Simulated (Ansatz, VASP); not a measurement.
**Ge in VASP and in Ansatz**

INCAR

```
SYSTEM = Ge
PREC = Accurate
ENCUT = 520
EDIFF = 1E-6
ISMEAR = 0
SIGMA = 0.1
LREAL = .False.
LASPH = .True.
NELM = 80
ALGO = Normal
ISIF = 2
LWAVE = .False.
LCHARG = .True.
LDIPOL = .True.
IDIPOL = 3
DIPOL = 0.5 0.5 0.500
GGA = PE
LELF = .True.
LVHAR = .True.
LVACPOTAV = .True.
NBANDS = 21
```

The input KPOINTS:

```
regular mesh
0
Gamma
  12 12 1
  0 0 0
```

POSCAR

```
Ge
1.0
    4.1160000000      0.0000000000      0.0000000000
   -2.0580000000      3.5645605620      0.0000000000
    0.0000000000      0.0000000000     28.0000000000
Ge
2
Direct
    0.3333333333      0.6666666667      0.5051964286
    0.6666666667      0.3333333333      0.4948035714
```

Input for Ansatz:

```yaml
crystal:
  lattice:
    - [4.116, 0.0, 0.0]
    - [-2.058, 3.564560562, 0.0]
    - [0.0, 0.0, 28.0]
  atoms:
    - { symbol: Ge, position: [0.3333333333, 0.6666666667, 0.5051964286] }
    - { symbol: Ge, position: [0.6666666667, 0.3333333333, 0.4948035714] }
  periodic: [true, true, false]
basis:
  ecutwfc: 420
kpoints:
  mp_grid: { grid: [12, 12, 1] }
hamiltonian:
  xc: pbe
  pseudopotentials: { kind: paw, azcp: { folder: soft_1 } }
scf:
  occupations: { method: gaussian, width: 0.1 }
output:
  forces: true
  stress: true
  eigenvalues: true
```

Alike in both runs: task single point; functional PBE; k mesh 12 × 12 × 1; occupations gaussian, width 0.1 eV; no spin polarisation.

|  | VASP | Ansatz |
| --- | --- | --- |
| version | VASP 6.6.1 | Ansatz 0.2.0 |
| potentials or method | VASP PAW PBE potentials, release 64 (Ge_d), cutoff 520 eV | scalar-relativistic, plane waves, PAW |
| valence electrons in the cell | 28 | 28 |

Ansatz gave:

- gap on the k mesh at the Fermi level (eV): none
- rms of the force components (eV/Å): 0.315
- work function, face that differs most (eV): 4.53

**Question.** What did VASP give for the same quantities?

**Answer.** gap on the k mesh at the Fermi level (eV): none; rms of the force components (eV/Å): 0.312; work function, face that differs most (eV): 4.53.

Atom by atom the forces differ by 0.003 eV/Å (rms over components). A gap of «none» marks a metal or a gap that the smearing closes.
